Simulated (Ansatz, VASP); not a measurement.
# Se in VASP and in Ansatz

Contents of INCAR:

```
SYSTEM = Se
PREC = Accurate
ENCUT = 500
EDIFF = 1E-6
ISMEAR = 1
SIGMA = 0.001
LREAL = .FALSE.
LASPH = .TRUE.
NELM = 120
ALGO = Normal
ISIF = 2
LWAVE = .FALSE.
LCHARG = .FALSE.
NBANDS = 9
GGA_COMPAT = .FALSE.
```

KPOINTS

```
Automatic mesh
0
G
  15 15 15
  0 0 0
```

Contents of POSCAR:

```
Se
1.0
   -1.6810373378      1.6810373378      1.6810373378
    1.6810373378     -1.6810373378      1.6810373378
    1.6810373378      1.6810373378     -1.6810373378
Se
1
Direct
    0.0000000000      0.0000000000      0.0000000000
```

Input for Ansatz:

```yaml
crystal:
  lattice:
    - [-1.6810373378, 1.6810373378, 1.6810373378]
    - [1.6810373378, -1.6810373378, 1.6810373378]
    - [1.6810373378, 1.6810373378, -1.6810373378]
  atoms:
    - { symbol: Se, position: [0.0, 0.0, 0.0] }
kpoints:
  mp_grid: { grid: [15, 15, 15] }
scf:
  occupations: { method: cold, width: 0.001 }
hamiltonian:
  xc: lda
  pseudopotentials: { kind: all_electron, datasets: crystal }
output:
  forces: true
  stress: true
  eigenvalues: true
```

Alike in both runs: task single point; functional LDA; k mesh 15 × 15 × 15; no spin polarisation.

|  | VASP | Ansatz |
| --- | --- | --- |
| version | VASP 6.6.1 | Ansatz 0.2.0 |
| potentials or method | VASP PAW LDA potentials, release 64 (Se), cutoff 500 eV | all-electron PAW with datasets made for the crystal, scalar-relativistic |
| occupations | methfessel-paxton of order 1, width 0.001 eV | cold, width 0.001 eV |

```tsv
	VASP	Ansatz	Ansatz less VASP
gap on the k mesh at the Fermi level (eV)	none	none	-
pressure (GPa)	-0.1	-0.2	-0.17
```

LDA's correlation is that of Perdew and Zunger in VASP and of Perdew and Wang (1992) in Ansatz. A gap of «none» marks a metal or a gap that the smearing closes. Ansatz ran all-electron here, and VASP with PAW potentials.
